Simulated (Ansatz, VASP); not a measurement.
# ReBi: VASP beside Ansatz

File INCAR:

```
SYSTEM = ReBi
PREC = Accurate
ENCUT = 520
EDIFF = 1E-6
ISMEAR = 0
SIGMA = 0.05
LREAL = .False.
LASPH = .True.
NELM = 100
ALGO = Normal
ISIF = 2
LWAVE = .False.
LCHARG = .True.
GGA = PE
LELF = .True.
LVHAR = .True.
NBANDS = 18
```

KPOINTS

```
Automatic mesh
0
Gamma
  10 10 10
  0 0 0
```

POSCAR

```
ReBi
1.0
    0.0000000000      3.0174949330      3.0174949330
    3.0174949330      0.0000000000      3.0174949330
    3.0174949330      3.0174949330      0.0000000000
Re Bi
1 1
Direct
    0.0000000000      0.0000000000      0.0000000000
    0.2500000000      0.2500000000      0.2500000000
```

Input for Ansatz:

```yaml
crystal:
  lattice:
    - [0.0, 3.017494933, 3.017494933]
    - [3.017494933, 0.0, 3.017494933]
    - [3.017494933, 3.017494933, 0.0]
  atoms:
    - { symbol: Re, position: [0.0, 0.0, 0.0] }
    - { symbol: Bi, position: [0.25, 0.25, 0.25] }
basis:
  ecutwfc: 420
  ecutrho_ratio: 4
kpoints:
  mp_grid: { grid: [10, 10, 10] }
hamiltonian:
  xc: pbe
scf:
  occupations: { method: gaussian, width: 0.05 }
output:
  forces: true
  stress: true
  eigenvalues: true
```

Alike in both runs: task single point; functional PBE; k mesh 10 × 10 × 10; occupations gaussian, width 0.05 eV; no spin polarisation.

|  | VASP | Ansatz |
| --- | --- | --- |
| version | VASP 6.6.1 | Ansatz 0.2.0 |
| potentials or method | VASP PAW PBE potentials, release 64 (Re, Bi_d), cutoff 520 eV | scalar-relativistic, plane waves, PAW |
| valence electrons in the cell | 22 | 30 |

```tsv
	VASP	Ansatz	Ansatz less VASP
gap on the k mesh at the Fermi level (eV)	none	none	-
pressure (GPa)	9.0	9.0	-0.09
```

A gap of «none» marks a metal or a gap that the smearing closes. With one functional, cell and mesh, what is left measures potentials, basis and numerics. VASP's potentials hold 22 valence electrons a cell and Ansatz's 30, so a difference there can come from the potentials and not from the codes.

Spin-orbit coupling is off throughout.
